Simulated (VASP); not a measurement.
Wanted: the native input for a VASP 6.6.1 run.

| Property | Result |
| --- | --- |
| Task | single point |
| Functional | PBE |
| Potentials or basis | VASP PAW PBE potentials, release 64 (Sn_d, Se) |
| Cutoff | 520 eV |
| k mesh | 6 × 6 × 4 |
| Occupations | fermi-dirac, width 0.2 eV |
| Spin | no spin polarisation |
| Dipole correction | no |
| Further INCAR settings | ALGO = Normal; EDIFF = 1e-06; NBANDS = 20 |

The structure of SnSe2 lies in POSCAR:

```
SnSe2
1.0
    3.8251638404      0.0000000000      0.0000000000
   -1.9125819202      3.3126890594      0.0000000000
    0.0000000000      0.0000000000      6.2270561301
Sn Se
1 2
Direct
    0.0000000000      0.0000000000      0.0000000000
    0.3333333333      0.6666666667      0.2530760434
    0.6666666667      0.3333333333      0.7469239566
```

The input as run:

INCAR

```
  ALGO = Normal
  EDIFF = 1E-6
  ENCUT = 520
  GGA = PE
  ISIF = 2
  ISMEAR = -1
  LASPH = True
  LCHARG = False
  LREAL = False
  LWAVE = False
  NBANDS = 20
  NELM = 80
  PREC = Accurate
  SIGMA = 0.2
```

KPOINTS

```
k-points
0
Gamma
  6 6 4
```

Potentials or basis: VASP PAW PBE potentials, release 64 (Sn_d, Se).

The run is started by

```bash
$ cat potpaw_PBE.64/Sn_d/POTCAR potpaw_PBE.64/Se/POTCAR > POTCAR
$ mpirun -np 1 vasp_std > vasp.out
```

Results of the run:

* Pressure: 3.2 GPa
* Largest force: 0.313 eV/Å
* Band gap on the k mesh: 0.79 eV, indirect (least direct gap 1.13 eV)

Caveat: spin-orbit coupling is left out, which moves the levels of the heavy elements; this functional lacks dispersion, which binds the layers, so the pressure and a relaxed spacing across them are unreliable.

Run time: 16 s on 1 thread of Intel(R) Xeon(R) 6975P-C (Granite Rapids) (shared host), peak memory 0.2 GiB.
